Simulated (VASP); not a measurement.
# EuS (Fm-3m) in VASP: a series of runs

EuS is run at these levels: PBE+U; tasks: single point.

Program: VASP 6.6.1. These are calculated values, not measurements. Logs are shortened: lines on timing, memory, paths and dates and some standing lists are left out, and cuts for length are marked.

## Step 1: The cell of the first run

The structure is cubic, space group Fm-3m (No. 225). Conventional cell: a = 5.957 Å, b = 5.957 Å, c = 5.957 Å, α = 90.00°, β = 90.00°, γ = 90.00°. Eu (site symmetry m-3m) has 6 S at 2.98 Å within 3.9 Å. S (site symmetry m-3m) has 6 Eu at 2.98 Å within 3.9 Å.

## Step 2: Single point, PBE+U, collinear spin, antiferromagnetic start

INCAR

```
SYSTEM = EuS
ALGO = Normal ; EDIFF = 1E-6
ENCUT = 600 ; GGA = PE
GGA_COMPAT = .FALSE. ; ISIF = 2
ISMEAR = 0 ; ISPIN = 2
LASPH = .TRUE. ; LCHARG = .FALSE.
LDAU = .TRUE. ; LDAUJ = 0.7 0
LDAUL = 3 -1 ; LDAUPRINT = 1
LDAUTYPE = 1 ; LDAUU = 4 0
LMAXMIX = 6 ; LORBIT = 11
LREAL = .FALSE. ; LWAVE = .FALSE.
MAGMOM = 7 -7 0 0 ; NBANDS = 35
NELM = 200 ; PREC = Accurate
SIGMA = 0.05
```

KPOINTS

```
k-points
0
G
  6 6 6
  0 0 0
```

POSCAR

```
EuS
1.0
    0.0000000000      2.9785018700      2.9785018700
    5.9570037400      2.9785018700      2.9785018700
    5.9570037400      5.9570037400      0.0000000000
Eu S
2 2
Direct
    0.5000000000      0.5000000000      0.0000000000
    0.5000000000      0.5000000000      0.5000000000
    0.0000000000      0.0000000000      0.0000000000
    0.0000000000      0.0000000000      0.5000000000
```

Potentials or basis: VASP PAW PBE potentials, release 64 (Eu, S).

On the command line:

```console
> cat potpaw_PBE.64/Eu/POTCAR potpaw_PBE.64/S/POTCAR > POTCAR
> mpirun -np 1 vasp_std > vasp.out
```

OUTCAR:

```text
SYSTEM = EuS
   EDIFF = 1E-6
   ENCUT = 600
   GGA = PE
   ISIF = 2
   ISMEAR = 0
   ISPIN = 2
   LASPH = .TRUE.
   LORBIT = 11
   LREAL = .FALSE.
   NELM = 200
   PREC = Accurate

 ion  position               nearest neighbor table
   1  0.500  0.500  0.000-   4 2.98   3 2.98   4 2.98   3 2.98   4 2.98   4 2.98
   2  0.500  0.500  0.500-   3 2.98   3 2.98   4 2.98   4 2.98   3 2.98   3 2.98
   3  0.000  0.000  0.000-   2 2.98   1 2.98   2 2.98   1 2.98   2 2.98   2 2.98
   4  0.000  0.000  0.500-   1 2.98   1 2.98   2 2.98   2 2.98   1 2.98   1 2.98

  LATTYP: Found a simple tetragonal cell.
 ALAT       =     4.2122377401
 C/A-ratio  =     1.4142135624

  Lattice vectors:

 A1 = (   0.0000000000,  -2.9785018700,   2.9785018700)
 A2 = (   0.0000000000,  -2.9785018700,  -2.9785018700)
 A3 = (   5.9570037400,   0.0000000000,   0.0000000000)

Analysis of symmetry for initial positions (statically):
=====================================================================
 Subroutine PRICEL returns following result:

  LATTYP: Found a face centered cubic cell.
 ALAT       =     5.9570037400
[... 12 lines left out ...]
 Subroutine GETGRP returns: Found 16 space group operations
 (whereof 16 operations were pure point group operations)
 out of a pool of 16 trial point group operations.

The static configuration has the point symmetry D_4h.

Analysis of symmetry for dynamics (positions and initial velocities):
=====================================================================
 Subroutine PRICEL returns following result:

  LATTYP: Found a face centered cubic cell.
 ALAT       =     5.9570037400
[... 12 lines left out ...]
 Subroutine GETGRP returns: Found 16 space group operations
 (whereof 16 operations were pure point group operations)
 out of a pool of 16 trial point group operations.

The dynamic configuration has the point symmetry D_4h.

Analysis of structural, dynamic, and magnetic symmetry:
=====================================================================
 Subroutine PRICEL returns following result:

  LATTYP: Found a face centered cubic cell.
 ALAT       =     5.9570037400
[... 12 lines left out ...]
 Subroutine GETGRP returns: Found 16 space group operations
 (whereof 16 operations were pure point group operations)
 out of a pool of 16 trial point group operations.

The overall configuration has the point symmetry D_4h.

 Subroutine INISYM returns: Found 16 space group operations
 (whereof 16 operations are pure point group operations),
 and found     2 'primitive' translations

----------------------------------------------------------------------------------------

                                     Primitive cell

  volume of cell :      52.8474

[... 172 lines left out ...]
  o =  0.9713  v = -0.0000 -0.0000  0.0000  0.0000  0.7906 -0.0000  0.6124  0.0000  0.0000  0.0000  0.0000  0.0000  0.0000  0.0000      0.0000  0.0000  0.0000  0.0000  0.0000  0.0000  0.0000  0.0000  0.0000  0.0000  0.0000  0.0000  0.0000  0.0000

atom =   2  type =  1  l = 3

 onsite density matrix

spin component  1

  0.0022 -0.0000  0.0010  0.0000 -0.0000 -0.0000  0.0000
 -0.0000  0.0001 -0.0000  0.0000 -0.0000 -0.0000 -0.0000
  0.0010 -0.0000  0.0017  0.0000  0.0000  0.0000  0.0000
  0.0000  0.0000  0.0000  0.0030  0.0000  0.0000 -0.0000
 -0.0000 -0.0000  0.0000  0.0000  0.0016 -0.0000 -0.0010
 -0.0000 -0.0000  0.0000  0.0000 -0.0000  0.0008 -0.0000
  0.0000 -0.0000  0.0000 -0.0000 -0.0010 -0.0000  0.0022

spin component  2

  0.9682 -0.0000 -0.0036 -0.0000 -0.0000 -0.0000  0.0000
 -0.0000  0.9684 -0.0000 -0.0000 -0.0000  0.0000  0.0000
 -0.0036 -0.0000  0.9669 -0.0000  0.0000  0.0000  0.0000
 -0.0000 -0.0000 -0.0000  0.9642 -0.0000 -0.0015 -0.0000
 -0.0000 -0.0000  0.0000 -0.0000  0.9699 -0.0000  0.0017
 -0.0000  0.0000  0.0000 -0.0015 -0.0000  0.9709 -0.0000
  0.0000  0.0000  0.0000 -0.0000  0.0017 -0.0000  0.9690

 occupancies and eigenvectors

  o =  0.0001  v =  0.0000 -1.0000 -0.0000 -0.0000 -0.0000 -0.0000 -0.0000  0.0000  0.0000  0.0000  0.0000  0.0000  0.0000  0.0000      0.0000  0.0000  0.0000  0.0000  0.0000  0.0000  0.0000  0.0000  0.0000  0.0000  0.0000  0.0000  0.0000  0.0000
  o =  0.0008  v =  0.6151  0.0000 -0.7884 -0.0000  0.0000  0.0105  0.0000  0.0000  0.0000  0.0000  0.0000  0.0000  0.0000  0.0000      0.0000  0.0000  0.0000  0.0000  0.0000  0.0000  0.0000  0.0000  0.0000  0.0000  0.0000  0.0000  0.0000  0.0000
  o =  0.0008  v =  0.0065  0.0000 -0.0083  0.0035 -0.0000 -0.9999 -0.0000  0.0000  0.0000  0.0000  0.0000  0.0000  0.0000  0.0000      0.0000  0.0000  0.0000  0.0000  0.0000  0.0000  0.0000  0.0000  0.0000  0.0000  0.0000  0.0000  0.0000  0.0000
  o =  0.0009  v = -0.0000 -0.0000  0.0000 -0.0000  0.7906 -0.0000  0.6124  0.0000  0.0000  0.0000  0.0000  0.0000  0.0000  0.0000      0.0000  0.0000  0.0000  0.0000  0.0000  0.0000  0.0000  0.0000  0.0000  0.0000  0.0000  0.0000  0.0000  0.0000
  o =  0.0029  v =  0.0000  0.0000  0.0000 -0.0000  0.6124 -0.0000 -0.7906  0.0000  0.0000  0.0000  0.0000  0.0000  0.0000  0.0000      0.0000  0.0000  0.0000  0.0000  0.0000  0.0000  0.0000  0.0000  0.0000  0.0000  0.0000  0.0000  0.0000  0.0000
  o =  0.0030  v =  0.0013  0.0000  0.0010 -1.0000 -0.0000 -0.0035  0.0000  0.0000  0.0000  0.0000  0.0000  0.0000  0.0000  0.0000      0.0000  0.0000  0.0000  0.0000  0.0000  0.0000  0.0000  0.0000  0.0000  0.0000  0.0000  0.0000  0.0000  0.0000
  o =  0.0030  v = -0.7884  0.0000 -0.6151 -0.0016  0.0000 -0.0000 -0.0000  0.0000  0.0000  0.0000  0.0000  0.0000  0.0000  0.0000      0.0000  0.0000  0.0000  0.0000  0.0000  0.0000  0.0000  0.0000  0.0000  0.0000  0.0000  0.0000  0.0000  0.0000
  o =  0.9638  v =  0.0000  0.0000  0.0000  0.0000  0.0000  0.0000  0.0000  0.6410  0.0000  0.7676  0.0000  0.0000  0.0000 -0.0000      0.0000  0.0000  0.0000  0.0000  0.0000  0.0000  0.0000  0.0000  0.0000  0.0000  0.0000  0.0000  0.0000  0.0000
  o =  0.9638  v =  0.0000  0.0000  0.0000  0.0000  0.0000  0.0000  0.0000  0.0000  0.0000  0.0000 -0.9768  0.0000 -0.2143  0.0000      0.0000  0.0000  0.0000  0.0000  0.0000  0.0000  0.0000  0.0000  0.0000  0.0000  0.0000  0.0000  0.0000  0.0000
  o =  0.9677  v =  0.0000  0.0000  0.0000  0.0000  0.0000  0.0000  0.0000  0.0000  0.0000 -0.0000 -0.0000  0.6124  0.0000 -0.7906      0.0000  0.0000  0.0000  0.0000  0.0000  0.0000  0.0000  0.0000  0.0000  0.0000  0.0000  0.0000  0.0000  0.0000
  o =  0.9684  v =  0.0000  0.0000  0.0000  0.0000  0.0000  0.0000  0.0000  0.0000  1.0000 -0.0000  0.0000 -0.0000  0.0000  0.0000      0.0000  0.0000  0.0000  0.0000  0.0000  0.0000  0.0000  0.0000  0.0000  0.0000  0.0000  0.0000  0.0000  0.0000
  o =  0.9712  v =  0.0000  0.0000  0.0000  0.0000  0.0000  0.0000  0.0000  0.0000  0.0000  0.0000  0.2143  0.0000 -0.9768 -0.0000      0.0000  0.0000  0.0000  0.0000  0.0000  0.0000  0.0000  0.0000  0.0000  0.0000  0.0000  0.0000  0.0000  0.0000
  o =  0.9712  v =  0.0000  0.0000  0.0000  0.0000  0.0000  0.0000  0.0000 -0.7676  0.0000  0.6410  0.0000  0.0000  0.0000 -0.0000      0.0000  0.0000  0.0000  0.0000  0.0000  0.0000  0.0000  0.0000  0.0000  0.0000  0.0000  0.0000  0.0000  0.0000
  o =  0.9713  v =  0.0000  0.0000  0.0000  0.0000  0.0000  0.0000  0.0000  0.0000 -0.0000 -0.0000  0.0000  0.7906 -0.0000  0.6124      0.0000  0.0000  0.0000  0.0000  0.0000  0.0000  0.0000  0.0000  0.0000  0.0000  0.0000  0.0000  0.0000  0.0000

 number of electron      46.0000000 magnetization       0.0000000

 Free energy of the ion-electron system (eV)
  ---------------------------------------------------
  ext. energy  EPLUGINS =         0.00000000
  ---------------------------------------------------
  free energy    TOTEN  =       -38.80587550 eV

  energy without entropy =      -38.80509508  energy(sigma->0) =      -38.80548529

 E-fermi :   3.8267     XC(G=0):  -9.5805

 val. band max:        3.7948740870   @ k =   0.0000   0.0000   0.0000
 cond. band min:       3.8327475641   @ k =   0.0000   0.0000   0.0000
 fundamental gap:      0.0378734772
 Fermi energy:         3.8266933446

 spin component 1

 k-point     1 :       0.0000    0.0000    0.0000
  band No.  band energies     occupation
      1     -36.6248      1.00000
      2     -33.5056      1.00000
      3     -15.5919      1.00000
      4     -15.5161      1.00000
      5     -15.5161      1.00000
      6     -13.3639      1.00000
[... 1817 lines left out ...]
     34      10.4521      0.00000
     35      10.6642      0.00000

 [... further k-points ...]
[... 5 lines left out ...]
  --------------------------------------------------------------------------------------
  -------------------------------------------------------------------------------------
  Total        0.0517724     -0.0488131     -0.0488131      0.0000000      0.0000000      0.0000000
  in kB        0.7847928     -0.7399352     -0.7399352      0.0000000      0.0000000      0.0000000
  external PRESSURE =      -0.2316926 kB  Pullay stress =       0.0000000 kB

 VOLUME and BASIS-vectors are now :
 -----------------------------------------------------------------------------
  energy-cutoff  :      600.00
  volume of cell :      105.69
      direct lattice vectors                 reciprocal lattice vectors
     0.000000000  2.978501870  2.978501870    -0.167869628  0.167869628  0.167869628
     5.957003740  2.978501870  2.978501870     0.167869628 -0.167869628  0.167869628
     5.957003740  5.957003740  0.000000000     0.000000000  0.167869628 -0.167869628

 POSITION                                       TOTAL-FORCE (eV/Angst)
 -----------------------------------------------------------------------------------
      2.97850      2.97850      2.97850         0.000000     -0.000000      0.000000
      5.95700      5.95700      2.97850        -0.000000     -0.000000     -0.000000
      0.00000      0.00000      0.00000        -0.000000      0.000000      0.000000
      2.97850      2.97850      0.00000        -0.000000      0.000000      0.000000
 -----------------------------------------------------------------------------------
    total drift:                                0.000000      0.000000      0.000000

  FREE ENERGIE OF THE ION-ELECTRON SYSTEM (eV)
  ---------------------------------------------------
  free  energy   TOTEN  =       -38.8058754992 eV

  energy  without entropy=      -38.8050950762  energy(sigma->0) =      -38.80548529

 total charge

# of ion       s       p       d       f       tot
--------------------------------------------------
    1        2.029   5.779   0.256   6.781  14.845
    2        2.029   5.779   0.256   6.781  14.845
    3        1.316   2.444   0.000   0.000   3.761
    4        1.316   2.444   0.000   0.000   3.761
--------------------------------------------------
tot          6.690  16.448   0.512  13.563  37.212

 magnetization (x)

# of ion       s       p       d       f       tot
--------------------------------------------------
    1       -0.015  -0.117   0.040   6.759   6.667
    2        0.015   0.117  -0.040  -6.759  -6.667
    3        0.002   0.021   0.000   0.000   0.023
    4       -0.002  -0.021   0.000   0.000  -0.023
--------------------------------------------------
tot          0.000   0.000  -0.000   0.000  -0.000
```

It took 9.1 min on 1 thread of Intel Xeon 6975P-C (Granite Rapids), shared host; peak memory 0.65 GiB.

What came out:

```yaml
Free_energy: -38.8059 eV
Pressure: 0.0 GPa
Band_gap_on_the_k_mesh: 0.04 eV
Net_moment: 0.00 μB per cell
Site_moments: Eu +6.67, -6.67; S +0.02, -0.02 μB
Valence_electrons_inside_the_program's_atomic_spheres: Eu 14.85; S 3.76
```

Stress tensor (GPa, compression positive):
```
 0.08  0.00  0.00
 0.00 -0.07  0.00
 0.00  0.00 -0.07
```

Levels at points of the mesh, in eV from the valence-band top:
Spin up:
| k point | band 20 | band 21 | band 22 | band 23 | band 24 | band 25 | band 26 | band 27 |
| --- | --- | --- | --- | --- | --- | --- | --- | --- |
| (0.00, 0.00, 0.00) | -0.26 | -0.09 | 0.00 | 0.00 | 0.04 | 1.64 | 2.03 | 2.03 |
| (0.50, 0.00, 0.00) | -0.33 | -0.32 | -0.30 | -0.29 | 3.51 | 3.62 | 4.00 | 4.11 |
| (0.50, 0.50, 0.00) | -0.22 | -0.20 | -0.20 | -0.17 | 0.06 | 0.06 | 3.82 | 3.98 |
| (0.00, 0.00, 0.50) | -0.30 | -0.28 | -0.27 | -0.25 | 2.65 | 3.28 | 3.31 | 3.42 |
| (0.50, 0.00, 0.50) | -0.33 | -0.29 | -0.29 | -0.25 | 2.35 | 2.35 | 3.04 | 3.04 |
| (0.00, 0.50, 0.50) | -0.33 | -0.27 | -0.05 | -0.05 | 0.58 | 1.21 | 2.66 | 3.12 |
Spin down:
```tsv
k point	band 20	band 21	band 22	band 23	band 24	band 25	band 26	band 27
(0.00, 0.00, 0.00)	-0.26	-0.09	0.00	0.00	0.04	1.64	2.03	2.03
(0.50, 0.00, 0.00)	-0.33	-0.32	-0.30	-0.29	3.51	3.62	4.00	4.11
(0.50, 0.50, 0.00)	-0.22	-0.20	-0.20	-0.17	0.06	0.06	3.82	3.98
(0.00, 0.00, 0.50)	-0.30	-0.28	-0.27	-0.25	2.65	3.28	3.31	3.42
(0.50, 0.00, 0.50)	-0.33	-0.29	-0.29	-0.25	2.35	2.35	3.04	3.04
(0.00, 0.50, 0.50)	-0.33	-0.27	-0.05	-0.05	0.58	1.21	2.66	3.12
```

Eigenvalues of the final occupation matrices:
| site | spin | trace | eigenvalues |
| --- | --- | --- | --- |
| site 1 f | 1 | 6.78 | 0.96 0.96 0.97 0.97 0.97 0.97 0.97 |
| site 1 f | 2 | 0.01 | 0.00 0.00 0.00 0.00 0.00 0.00 0.00 |
| site 2 f | 1 | 0.01 | 0.00 0.00 0.00 0.00 0.00 0.00 0.00 |
| site 2 f | 2 | 6.78 | 0.96 0.96 0.97 0.97 0.97 0.97 0.97 |

Caveat: spin-orbit coupling is left out, which moves the levels of the heavy elements. A k mesh can miss the band edges.

## Step 3: Single point, PBE+U, collinear spin, antiferromagnetic start

INCAR

```
PREC = Accurate
ENCUT = 600
EDIFF = 1E-6
ISMEAR = 0
SIGMA = 0.05
LREAL = False
LASPH = True
NELM = 200
ALGO = Normal
ISIF = 2
LWAVE = False
LCHARG = False
ISPIN = 2
MAGMOM = 7.51 -7.51 0.03 -0.03
LORBIT = 11
LMAXMIX = 6
LDAU = True
LDAUTYPE = 1
LDAUL = 3 -1
LDAUU = 4 0
LDAUJ = 0.7 0
LDAUPRINT = 1
GGA = PE
NBANDS = 35
GGA_COMPAT = False
```

KPOINTS

```
regular mesh
0
Gamma
  6 6 6
```

POSCAR is that of step 2.

Potentials or basis: VASP PAW PBE potentials, release 64 (Eu, S).

On the command line:

```console
> cat potpaw_PBE.64/Eu/POTCAR potpaw_PBE.64/S/POTCAR > POTCAR
> mpirun -np 1 vasp_std > vasp.out
```

It took 10 min on 1 thread of Intel Xeon 6975P-C (Granite Rapids), shared host; peak memory 0.64 GiB.

The run converged. Its results:

| Property | Result |
| --- | --- |
| Free energy | -38.8059 eV |
| Pressure | -0.1 GPa |
| Band gap on the k mesh | 0.04 eV |
| Net moment | 0.00 μB per cell |
| Site moments | Eu +6.67, -6.67; S +0.02, -0.02 μB |
| Valence electrons inside the program's atomic spheres | Eu 14.85; S 3.76 |

Stress tensor (GPa, compression positive):
```
 0.05  0.00  0.00
 0.00 -0.11  0.00
 0.00  0.00 -0.11
```

Levels at points of the mesh, in eV from the valence-band top:
Spin up:
```
           k point  band 20  band 21  band 22  band 23  band 24  band 25  band 26  band 27
(0.00, 0.00, 0.00)    -0.26    -0.09     0.00     0.00     0.04     1.64     2.03     2.03
(0.50, 0.00, 0.00)    -0.33    -0.32    -0.30    -0.29     3.51     3.62     4.00     4.11
(0.50, 0.50, 0.00)    -0.22    -0.20    -0.20    -0.17     0.06     0.06     3.82     3.98
(0.00, 0.00, 0.50)    -0.30    -0.28    -0.27    -0.25     2.65     3.28     3.31     3.42
(0.50, 0.00, 0.50)    -0.33    -0.29    -0.29    -0.25     2.35     2.35     3.04     3.04
(0.00, 0.50, 0.50)    -0.33    -0.27    -0.05    -0.05     0.58     1.21     2.66     3.12
```
Spin down:
| k point | band 21 | band 22 | band 23 | band 24 | band 25 | band 26 |
| --- | --- | --- | --- | --- | --- | --- |
| (0.00, 0.00, 0.00) | -0.09 | 0.00 | 0.00 | 0.04 | 1.64 | 2.03 |
| (0.50, 0.00, 0.00) | -0.32 | -0.30 | -0.29 | 3.51 | 3.62 | 4.00 |
| (0.50, 0.50, 0.00) | -0.20 | -0.20 | -0.17 | 0.06 | 0.06 | 3.82 |
| (0.00, 0.00, 0.50) | -0.28 | -0.27 | -0.25 | 2.65 | 3.28 | 3.31 |
| (0.50, 0.00, 0.50) | -0.29 | -0.29 | -0.25 | 2.35 | 2.35 | 3.04 |
| (0.00, 0.50, 0.50) | -0.27 | -0.05 | -0.05 | 0.58 | 1.21 | 2.66 |

Eigenvalues of the final occupation matrices:
```tsv
site	spin	trace	eigenvalues
site 1 f	1	6.78	0.96 0.96 0.97 0.97 0.97 0.97 0.97
site 1 f	2	0.01	0.00 0.00 0.00 0.00 0.00 0.00 0.00
site 2 f	1	0.01	0.00 0.00 0.00 0.00 0.00 0.00 0.00
site 2 f	2	6.78	0.96 0.96 0.97 0.97 0.97 0.97 0.97
```

Caveat: spin-orbit coupling is left out, which moves the levels of the heavy elements. The state reached can hang on the start; a lower one may exist.
